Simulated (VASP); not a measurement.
A run of VASP 6.6.1 is set up as follows.

File POSCAR:

```
Ru
1.0
    0.0000000000      2.5818259214      2.5818259214
    2.5818259214      0.0000000000      2.5818259214
    2.5818259214      2.5818259214      0.0000000000
Ru
2
Direct
   -0.1250000000     -0.1250000000     -0.1250000000
    0.1250000000      0.1250000000      0.1250000000
```

Contents of INCAR.step1:

```
PREC = Accurate
ENCUT = 440
ISMEAR = -4
SIGMA = 0.1
LREAL = False
LASPH = True
NELM = 120
NBANDS = 21
GGA = PE
ALGO = Normal
EDIFF = 1E-5
LWAVE = True
LCHARG = False
GGA_COMPAT = False
```

INCAR.step2

```
PREC = Accurate
ENCUT = 440
EDIFF = 1E-8
ISMEAR = -4
SIGMA = 0.1
LREAL = False
LASPH = True
NELM = 120
ALGO = Normal
ISIF = 2
LWAVE = False
LCHARG = False
METAGGA = R2SCAN
LMIXTAU = True
LEFG = True
NBANDS = 21
ISTART = 1
GGA_COMPAT = False
```

The input KPOINTS:

```
regular mesh
0
Gamma
  10 10 10
```

Potentials or basis: VASP PAW PBE potentials, release 64 (Ru_pv).

Command:

```console
$ cat potpaw_PBE.64/Ru_pv/POTCAR > POTCAR
$ cp INCAR.step1 INCAR
$ mpirun -np 1 vasp_std > vasp.out
$ cp INCAR.step2 INCAR
$ mpirun -np 1 vasp_std > vasp.out
```

Problem. What does it give for the pressure?

Solution. 36.9 GPa.

Problem. Estimate the band gap on the k mesh.

Solution. Zero (band 14 reaches 9.81 eV, above the bottom of band 15 at 8.63 eV).

Caveat: without QUAD_EFG the Cq values of the log hold for a quadrupole moment of 1 mb, not for the nuclei; the PAW data sets were made with another functional, which shifts forces and pressure a little.
